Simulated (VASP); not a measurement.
Here is a VASP 6.6.1 calculation.

Contents of INCAR:

```
PREC     = Accurate       # precision mode
ENCUT    = 520            # plane-wave cutoff, eV
EDIFF    = 1E-7           # SCF threshold, eV
ISMEAR   = -1             # smearing method
SIGMA    = 0.05           # smearing width, eV
LREAL    = False          # projectors in reciprocal space
LASPH    = True           # aspherical terms in the spheres
NELM     = 150            # most SCF steps
ALGO     = Fast           # electronic algorithm
ISIF     = 2              # what is computed and relaxed
LWAVE    = False          # write WAVECAR
LCHARG   = False          # write CHGCAR
ISPIN    = 2              # spin polarisation
MAGMOM   = 2              # initial moments
LORBIT   = 11             # projections on sites
LMAXMIX  = 4              # l up to which the mixer works
GGA      = PE             # functional
NBANDS   = 16             # bands
```

KPOINTS

```
Automatic mesh
0
Gamma
  12 12 12
```

POSCAR

```
V
1.0
    0.0000000000      1.8822814960      1.8822814960
    1.8822814960      0.0000000000      1.8822814960
    1.8822814960      1.8822814960      0.0000000000
V
1
Direct
    0.0000000000      0.0000000000      0.0000000000
```

Potentials or basis: VASP PAW PBE potentials, release 64 (V_sv).

Run with:

```console
$ cat potpaw_PBE.64/V_sv/POTCAR > POTCAR
$ mpirun -np 1 vasp_std > vasp.out
```

(1) Estimate the pressure.

(2) What does it give for the net moment?

Results:

(1) 8.1 GPa.

(2) 0.00 μB per cell.

Caveat: the cell stands under pressure.
